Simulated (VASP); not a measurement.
# Ge (C2/c) in VASP: a series of runs

The runs below take Ge through single point, with PBEsol.

Everything below comes from runs of VASP 6.6.1. Logs are shortened: lines on timing, memory, paths and dates and some standing lists are left out, and cuts for length are marked.

### Step 1. The cell of the first run

It takes space group C2/c (No. 15, monoclinic). Conventional cell: a = 7.209 Å, b = 2.874 Å, c = 4.992 Å, α = 90.00°, β = 132.67°, γ = 90.00°. Ge (site symmetry 2) has 8 Ge at 2.68 to 3.08 Å within 3.5 Å.

### Step 2. Single point, PBEsol

File INCAR:

```
PREC = Accurate
ENCUT = 500
EDIFF = 1E-6
ISMEAR = -1
SIGMA = 0.05
LREAL = F
LASPH = T
NELM = 120
ALGO = Normal
ISIF = 2
LWAVE = F
LCHARG = T
GGA = PS
LELF = T
LVHAR = T
NBANDS = 21
GGA_COMPAT = F
```

File KPOINTS:

```
Automatic mesh
0
Gamma
  9 9 9
```

File POSCAR:

```
Ge
1.0
   -2.5224066300      2.6758219800      1.4369470000
    2.5224066300     -2.6758219800      1.4369470000
    2.4693893700      2.6259040200     -1.4369470000
Ge
2
Direct
    0.3140570000      0.0640570000      0.2500000000
    0.6859430000      0.9359430000      0.7500000000
```

Potentials or basis: VASP PAW PBE potentials, release 64 (Ge_d).

Command:

```
cat potpaw_PBE.64/Ge_d/POTCAR > POTCAR
mpirun -np 1 vasp_std > vasp.out
```

OUTCAR:

```text
PREC = Accurate
   ENCUT = 500
   EDIFF = 1E-6
   ISMEAR = -1
   LREAL = F
   LASPH = T
   NELM = 120
   ISIF = 2
   GGA = PS

 ion  position               nearest neighbor table
   1  0.314  0.064  0.250-   2 2.68   2 2.68   2 2.72   2 2.72
   2  0.686  0.936  0.750-   1 2.68   1 2.68   1 2.72   1 2.72

  LATTYP: Found a base centered monoclinic cell.
 ALAT       =     7.2092317990
 B/A-ratio  =     0.3986408095
 C/A-ratio  =     0.6924518066
 COS(beta)  =    -0.6777443840

  Lattice vectors:

 A1 = (  -2.4693893700,  -2.6259040200,   1.4369470000)
 A2 = (  -2.4693893700,  -2.6259040200,  -1.4369470000)
 A3 = (   4.9917960000,  -0.0499179600,   0.0000000000)

Analysis of symmetry for initial positions (statically):
=====================================================================
 Subroutine PRICEL returns:
 Original cell was already a primitive cell.

 Routine SETGRP: Setting up the symmetry group for a
 base centered monoclinic supercell.

 Subroutine GETGRP returns: Found  4 space group operations
 (whereof  2 operations were pure point group operations)
 out of a pool of  4 trial point group operations.

The static configuration has the point symmetry S_2 .
 The point group associated with its full space group is C_2h.

Analysis of symmetry for dynamics (positions and initial velocities):
=====================================================================
 Subroutine PRICEL returns:
 Original cell was already a primitive cell.

 Routine SETGRP: Setting up the symmetry group for a
 base centered monoclinic supercell.

 Subroutine GETGRP returns: Found  4 space group operations
 (whereof  2 operations were pure point group operations)
 out of a pool of  4 trial point group operations.

The dynamic configuration has the point symmetry S_2 .
 The point group associated with its full space group is C_2h.

 Subroutine INISYM returns: Found  4 space group operations
 (whereof  2 operations are pure point group operations),
 and found     1 'primitive' translations

----------------------------------------------------------------------------------------

                                     Primitive cell

  volume of cell :      38.0252

  direct lattice vectors                    reciprocal lattice vectors
    -2.522406630  2.675821980  1.436947000     0.001886367  0.188636684  0.347959946
[... 80 lines left out ...]
   ISPIN  =      1    spin polarized calculation?
   LNONCOLLINEAR =      F non collinear calculations
   LSORBIT =      F    spin-orbit coupling
   LASPH  =      T    aspherical Exc in radial PAW
   ENCUT  =  500.0 eV  36.75 Ry    6.06 a.u.   7.20  7.20  7.07*2*pi/ulx,y,z
   NELM   =    120;   NELMIN=  2; NELMDL= -5     # of ELM steps
   EDIFF  = 0.1E-05   stopping-criterion for ELM
   LREAL  =      F    real-space projection
   EDIFFG = 0.1E-04   stopping-criterion for IOM
   NSW    =      0    number of steps for IOM
   IBRION =     -1    ionic relax: 0-MD 1-quasi-New 2-CG
   NFREE  =      0    steps in history (QN), initial steepest desc. (CG)
   ISIF   =      2    stress and relaxation
   ISYM   =      2    0-nonsym 1-usesym 2-fastsym
   POTIM  = 0.5000    time-step for ionic-motion
   TEBEG  =    0.0;   TEEND  =   0.0 temperature during run
   PSTRESS=    0.0 pullay stress
   NELECT =      28.0000    total number of electrons
   NUPDOWN=      -1.0000    fix difference up-down
   EMIN   =  10.00;   EMAX   =-10.00  energy-range for DOS
   EFERMI =   0.00;   METHOD = LEGACY
   ISMEAR =    -1;   SIGMA  =   0.05  broadening in eV -4-tet -1-fermi 0-gaus
   EFERMI_NEDOS =   21; number of points for ismear=-14 and -15
   IALGO  =     38    algorithm
   IMIX   =      4    mixing-type and parameters
     AMIX     =   0.40;   BMIX     =  1.00
     AMIX_MAG =   1.60;   BMIX_MAG =  1.00
  volume/ion in A,a.u.               =      19.01       128.30
  Fermi-wavevector in a.u.,A,eV,Ry     =   1.478327  2.793632 29.734843  2.185449
  Thomas-Fermi vector in A             =   2.592621
   LORBIT       =      0    0 simple, 1 ext, 2 COOP (PROOUT), +10 PAW based schemes
   GGA     = PS    functional components
   LHFCALC =     F    Hartree Fock is set to
   AEXX    =    0.0000 exact exchange contribution
   IVDW    =     0    specifies the selected vdW correction
   LEPSILON=     F    determine dielectric tensor
   LRPA    =     F    only Hartree local field effects (RPA)
 non-spin polarized calculation
  energy-cutoff  :      500.00
  volume of cell :       38.03
 maximum number of plane-waves:       977
 NGX is ok and might be reduce to    30
   NGX = 15   NGY = 15   NGZ = 15

 number of electron      28.0000017 magnetization

 Free energy of the ion-electron system (eV)
  ---------------------------------------------------
  ext. energy  EPLUGINS =         0.00000000
  ---------------------------------------------------
  free energy    TOTEN  =        -9.50128950 eV

  energy without entropy =       -9.49342317  energy(sigma->0) =       -9.49735633

 E-fermi :   6.4023     XC(G=0): -11.3404

 val. band max:        6.3995813982   @ k =   0.4444   0.4444   0.0000
 cond. band min:       6.4299939009   @ k =   0.1111   0.3333   0.1111
 fundamental gap:      0.0304125027
 Fermi energy:         6.4023426405

 k-point     1 :       0.0000    0.0000    0.0000
  band No.  band energies     occupation
      1     -18.2798      2.00000
      2     -18.2020      2.00000
      3     -18.1997      2.00000
      4     -18.1977      2.00000
      5     -18.1634      2.00000
      6     -18.1257      2.00000
[... 565 lines left out ...]
     20      15.0460      0.00000
     21      16.3589      0.00000

 [... further k-points ...]

------------------------ aborting loop because EDIFF is reached ----------------------------------------

  FORCE on cell =-STRESS in cart. coord.  units (eV):
  Direction    XX          YY          ZZ          XY          YZ          ZX
  --------------------------------------------------------------------------------------
  -------------------------------------------------------------------------------------
  Total       -0.5659581     -0.7201472     -0.5375184      0.1593500      0.0000000      0.0000000
  in kB      -23.8464327    -30.3431317    -22.6481391      6.7141513      0.0000000      0.0000000
  external PRESSURE =     -25.6125679 kB  Pullay stress =       0.0000000 kB

 VOLUME and BASIS-vectors are now :
 -----------------------------------------------------------------------------
  energy-cutoff  :      500.00
  volume of cell :       38.03
      direct lattice vectors                 reciprocal lattice vectors
    -2.522406630  2.675821980  1.436947000     0.001886367  0.188636684  0.347959946
     2.522406630 -2.675821980  1.436947000     0.200348734  0.002003487  0.347959946
     2.469389370  2.625904020 -1.436947000     0.202235101  0.190640171  0.000000000

 POSITION                                       TOTAL-FORCE (eV/Angst)
 -----------------------------------------------------------------------------------
     -0.01325      1.32543      0.18409        -0.000000     -0.000000      0.039345
      2.48264      1.30047      1.25285         0.000000      0.000000     -0.039345
 -----------------------------------------------------------------------------------
    total drift:                               -0.000000     -0.000000      0.000000

  FREE ENERGIE OF THE ION-ELECTRON SYSTEM (eV)
  ---------------------------------------------------
  free  energy   TOTEN  =        -9.5012894979 eV

  energy  without entropy=       -9.4934231682  energy(sigma->0) =       -9.49735633
```

OSZICAR:

```text
N       E                     dE             d eps       ncg     rms          rms(c)
DAV:   1     0.171255869906E+03    0.17126E+03   -0.13930E+04  9889   0.369E+03
DAV:   2     0.138225751532E+02   -0.15743E+03   -0.15255E+03  8655   0.578E+02
DAV:   3    -0.890350071513E+01   -0.22726E+02   -0.22550E+02  9851   0.131E+02
DAV:   4    -0.953403807702E+01   -0.63054E+00   -0.63010E+00  9651   0.254E+01
DAV:   5    -0.954338044274E+01   -0.93424E-02   -0.93421E-02  9711   0.338E+00    0.205E+00
DAV:   6    -0.951286238420E+01    0.30518E-01   -0.33030E-02 11800   0.316E+00    0.111E+00
DAV:   7    -0.950177459869E+01    0.11088E-01   -0.17750E-02 11760   0.204E+00    0.134E-01
DAV:   8    -0.950128519922E+01    0.48940E-03   -0.23633E-03 10500   0.873E-01    0.419E-02
DAV:   9    -0.950128913460E+01   -0.39354E-05   -0.59243E-05 10491   0.954E-02    0.104E-02
DAV:  10    -0.950128949792E+01   -0.36331E-06   -0.30228E-06  8798   0.213E-02
   1 F= -.95012895E+01 E0= -.94973563E+01  d E =-.786633E-02
```

stdout:

```text
POSCAR found type information on POSCAR Ge
 POSCAR found :  1 types and       2 ions
 scaLAPACK will be used
 -----------------------------------------------------------------------------
|                                                                             |
|                                                                             |
|     You enforced a specific xc type in the INCAR file but a different       |
|     I HOPE YOU KNOW WHAT YOU ARE DOING!                                     |
|                                                                             |
 -----------------------------------------------------------------------------

 LDA part: xc-table for (Slater+PW92), standard interpolation
 POSCAR, INCAR and KPOINTS ok, starting setup
 FFT: planning ... GRIDC
 FFT: planning ... GRID_SOFT
 FFT: planning ... GRID
 WAVECAR not read
 entering main loop
```

Run time: 64 s. Hardware: 1 thread of Intel Xeon 6975P-C (Granite Rapids), shared host; peak memory 0.24 GiB.

What came out:

| Quantity | Value |
| --- | --- |
| Free energy | -9.5013 eV |
| Pressure | -2.6 GPa |
| Largest force | 0.039 eV/Å |
| Band gap on the k mesh | zero (band 14 reaches 8.37 eV, above the bottom of band 15 at 2.94 eV) |

Forces in eV/Å, atoms in the order of the input:
```
Ge   0.000  0.000  0.039
Ge   0.000  0.000 -0.039
```

Stress tensor (GPa, compression positive):
```
-2.38  0.67  0.00
 0.67 -3.03  0.00
 0.00  0.00 -2.26
```

Caveat: the PAW data sets were made with another functional, which shifts forces and pressure a little.

### Step 3. Single point, PBEsol

File INCAR:

```
PREC = Accurate
ENCUT = 500
EDIFF = 1E-6
ISMEAR = -1
SIGMA = 0.05
LREAL = False
LASPH = True
NELM = 120
ALGO = Normal
ISIF = 2
LWAVE = False
LCHARG = True
GGA = PS
LELF = True
LVHAR = True
NBANDS = 21
GGA_COMPAT = False
```

KPOINTS is that of step 2.

File POSCAR:

```
Ge
1.0
   -2.5091523150      2.6633424900      1.4369470000
    2.5091523150     -2.6633424900      1.4369470000
    2.4826436850      2.6383835100     -1.4369470000
Ge
2
Direct
    0.3140570000      0.0640570000      0.2500000000
    0.6859430000      0.9359430000      0.7500000000
```

Potentials or basis: VASP PAW PBE potentials, release 64 (Ge_d).

Command:

```
cat potpaw_PBE.64/Ge_d/POTCAR > POTCAR
mpirun -np 1 vasp_std > vasp.out
```

Run time: 57 s. Hardware: 1 thread of Intel Xeon 6975P-C (Granite Rapids), shared host; peak memory 0.24 GiB.

It converged, with:

| Quantity | Value |
| --- | --- |
| Free energy | -9.5024 eV |
| Pressure | -2.6 GPa |
| Largest force | 0.041 eV/Å |
| Band gap on the k mesh | zero (band 14 reaches 8.33 eV, above the bottom of band 15 at 2.94 eV) |

Forces on the atoms (eV/Å):
```
Ge   0.000  0.000  0.041
Ge   0.000  0.000 -0.041
```

Stress tensor (GPa, compression positive):
```
-2.42  0.32  0.00
 0.32 -2.94  0.00
 0.00  0.00 -2.37
```

Levels at points of the mesh, in eV from the Fermi level:
| k point | band 10 | band 11 | band 12 | band 13 | band 14 | band 15 | band 16 | band 17 | band 18 | band 19 |
| --- | --- | --- | --- | --- | --- | --- | --- | --- | --- | --- |
| (0.00, 0.00, 0.00) | -24.37 | -13.12 | -3.83 | -2.38 | -1.90 | 3.42 | 6.93 | 7.16 | 7.88 | 8.21 |

Caveat: the PAW data sets were made with another functional, which shifts forces and pressure a little.
